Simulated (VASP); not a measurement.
Runs of VASP 6.6.1 on SiO2. The structure is that of space group P6_3/mmc (No. 194), or close to it. The cells are those of the table. 

```csv
task,cell,cutoff (eV),smearing,gap on the mesh (eV),pressure (GPa)
single point,"a = 5.276, b = 5.276, c = 8.612 Å, angles 90.0, 90.0, 120.0°, 12 atoms",520,gaussian 0.02 eV,5.37,0.0
single point,"a = 5.272, b = 5.272, c = 8.615 Å, angles 90.0, 90.0, 120.0°, 12 atoms",520,gaussian 0.1 eV,5.37,(b)
relaxation of shape and atoms at fixed volume,"relaxed from a = 5.168, b = 5.168, c = 8.436 Å, angles 90.0, 90.0, 120.0°, 12 atoms",600,gaussian 0.02 eV,5.57,10.0
single point,"a = 5.328, b = 5.328, c = 8.697 Å, angles 90.0, 90.0, 120.0°, 12 atoms",520,gaussian 0.02 eV,5.22,(a)
```

Alike in all rows: level PBE; potentials or basis VASP PAW PBE potentials, release 64 (Si, O); no spin polarisation; k mesh 6 × 6 × 4.

Question: Estimate the missing entries.

Answer: (a) -4.0; (b) 0.2.

Caveats: the relaxation stopped at its first step, so nothing moved (at least some runs); the cell stands under tension (at least some runs).

A k mesh can miss the band edges.
